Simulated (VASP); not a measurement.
ZnO, 8 atoms in the cell. The cell holds a slab with vacuum, 8 atoms: a = 3.230 Å, b = 3.230 Å, c = 25.453 Å, α = 90.00°, β = 90.00°, γ = 120.00°. 

```yaml
Program: VASP 6.6.1
Task: single point
Functional: PBEsol
Potentials_or_basis: VASP PAW PBE potentials, release 64 (O, Zn)
Cutoff: 520 eV
k_mesh: 9 × 9 × 1
Occupations: gaussian, width 0.05 eV
Spin: no spin polarisation
Dipole_correction: yes
Further_INCAR_settings: ALGO = Normal; EDIFF = 1e-06; NBANDS = 46
```

Potentials or basis: VASP PAW PBE potentials, release 64 (O, Zn).

Launch:

```sh
$ cat potpaw_PBE.64/O/POTCAR potpaw_PBE.64/Zn/POTCAR > POTCAR
$ mpirun -np 1 vasp_std > vasp.out
```

Hardware: 1 thread of Intel(R) Xeon(R) Platinum 8259CL CPU @ 2.50GHz (Skylake/Cascade Lake) (shared host).

Problem. Estimate the wall time of this run.

Solution. It took 4.3 min on 1 thread of Intel(R) Xeon(R) Platinum 8259CL CPU @ 2.50GHz (Skylake/Cascade Lake), with other jobs on the host, peak memory 0.37 GiB. Counts: scf iterations 32, k points 12.
